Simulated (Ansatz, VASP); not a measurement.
## MgHgSe2: VASP beside Ansatz

```
Mg Se Hg
1.0
     4.31386    0.00000    0.00000
     0.00000    4.31386    0.00000
     0.00000    0.00000    5.98545
Mg Se Hg
1 2 1
Direct
  0.00000 0.00000 0.00000
  0.00000 0.50000 0.23548
  0.50000 0.00000 0.76452
  0.50000 0.50000 0.50000
```

Alike in both runs: task single point; functional PBE; k mesh 6 × 6 × 4; no spin polarisation.

|  | VASP | Ansatz |
| --- | --- | --- |
| version | VASP 6.6.1 | Ansatz 0.2.0 |
| potentials or method | VASP PAW PBE potentials, release 64 (Mg, Se, Hg) | plane waves, PAW |
| plane-wave cutoff (eV) | 520 | 420 |
| occupations | gaussian, width 0.01 eV | fixed |
| valence electrons in the cell | 26 | 62 |

```csv
,VASP,Ansatz,Ansatz less VASP
gap on the k mesh at the Fermi level (eV),0.63,0.63,+0.003
pressure (GPa),1.5,1.4,-0.10
rms of the force components (eV/Å),0.033,0.018,-0.0152
```

VASP's potentials hold 26 valence electrons a cell and Ansatz's 62, so a difference there can come from the potentials and not from the codes.

Neither program's run includes spin-orbit coupling.
